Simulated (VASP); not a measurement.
Here is a VASP 6.6.1 calculation.

The input POSCAR:

```
BP
1.0
    0.0000000000      2.0051825273      2.0051825273
    2.0051825273      0.0000000000      2.0051825273
    2.0051825273      2.0051825273      0.0000000000
B P
1 1
Direct
    0.0000000000      0.0000000000      0.0000000000
    0.5000000000      0.5000000000      0.5000000000
```

Contents of INCAR.step1:

```
PREC = Accurate
ENCUT = 520
ISMEAR = -1
SIGMA = 0.1
LREAL = F
LASPH = T
NELM = 80
NBANDS = 11
GGA = PE
ALGO = Normal
EDIFF = 1E-4
LWAVE = T
LCHARG = F
```

File INCAR.step2:

```
PREC = Accurate
ENCUT = 520
EDIFF = 1E-7
ISMEAR = -1
SIGMA = 0.1
LREAL = F
LASPH = T
NELM = 80
ALGO = Normal
ISIF = 2
LWAVE = F
LCHARG = F
METAGGA = R2SCAN
LMIXTAU = T
NBANDS = 11
ISTART = 1
```

The input KPOINTS:

```
regular mesh
0
Gamma
  17 17 17
```

Potentials or basis: VASP PAW PBE potentials, release 64 (B, P).

Launch:

```sh
$ cat potpaw_PBE.64/B/POTCAR potpaw_PBE.64/P/POTCAR > POTCAR
$ cp INCAR.step1 INCAR
$ mpirun -np 1 vasp_std > vasp.out
$ cp INCAR.step2 INCAR
$ mpirun -np 1 vasp_std > vasp.out
```

Estimate the pressure.

52.8 GPa.

Estimate the band gap on the k mesh.

zero (band 4 reaches 14.41 eV, above the bottom of band 5 at 10.83 eV).

Caveat: the PAW data sets were made with another functional, which shifts forces and pressure a little.
